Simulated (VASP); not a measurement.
The system is Zn.

```xyz
2
Lattice="2.6556 0.0000 0.0000 -1.3278 2.2998 0.0000 0.0000 0.0000 4.9625" Properties=species:S:1:pos:R:3 pbc="T T T"
Zn    0.0000    1.5332    1.2406
Zn    1.3278    0.7666    3.7218
```

Base run:

- Program: VASP 6.6.1
- Functional: PBE
- Potentials or basis: VASP PAW PBE potentials, release 64 (Zn)
- Cutoff: 520 eV
- k mesh: 14 × 14 × 7
- Occupations: methfessel-paxton, width 0.03 eV
- Spin: no spin polarisation

Its results: band gap on the k mesh zero (band 12 reaches 4.59 eV, above the bottom of band 13 at 0.02 eV); pressure 0.4 GPa.

Problem. The run is repeated on the same cell with these changes: occupations from methfessel-paxton, width 0.03 eV to fermi-dirac, width 1 eV. What comes out?

Solution. Band gap on the k mesh zero (band 12 reaches 4.59 eV, above the bottom of band 13 at 0.02 eV); pressure 5.6 GPa.
